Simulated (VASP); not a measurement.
Write the native input for VASP 6.6.1 that does the following.

* Task: single point
* Functional: PBEsol
* Potentials or basis: VASP PAW PBE potentials, release 64 (C)
* Cutoff: 520 eV
* k mesh: 14 × 14 × 14
* Occupations: gaussian, width 0.05 eV
* Spin: no spin polarisation
* Dipole correction: no
* Further INCAR settings: ALGO = Normal; EDIFF = 1e-07; NBANDS = 11

The structure of C lies in POSCAR:

```
C
1.0
    0.0000000000      2.0604872342      3.5676362887
    1.1895995880      0.0000000000      3.5676362887
    1.1895995880      2.0604872342      0.0000000000
C
2
Direct
    0.1666700000      0.8333300000      0.1666700000
    0.8333300000      0.1666700000      0.8333300000
```

This cell differs from its parent crystal: ratio of the length along z to the lengths across it x 1.1, volume and fractional coordinates fixed.

These files were run (other wordings do the same):

INCAR

```
PREC = Accurate
ENCUT = 520
EDIFF = 1E-7
ISMEAR = 0
SIGMA = 0.05
LREAL = False
LASPH = True
NELM = 60
ALGO = Normal
ISIF = 2
LWAVE = False
LCHARG = False
GGA = PS
NBANDS = 11
```

KPOINTS

```
Automatic mesh
0
Gamma
  14 14 14
```

Potentials or basis: VASP PAW PBE potentials, release 64 (C).

Launch:

```bash
$ cat potpaw_PBE.64/C/POTCAR > POTCAR
$ mpirun -np 1 vasp_std > vasp.out
```

It gave:

```json
{
  "Pressure": "30.8 GPa",
  "Largest force": "0.015 eV/Å",
  "Band gap on the k mesh": "0.72 eV, indirect (least direct gap 0.84 eV)"
}
```

Caveat: the PAW data sets were made with another functional, which shifts forces and pressure a little.

Wall time 62 s on 1 thread of AMD EPYC 9R45 96-Core Processor (Zen 5), on a shared host, peak memory 0.15 GiB.
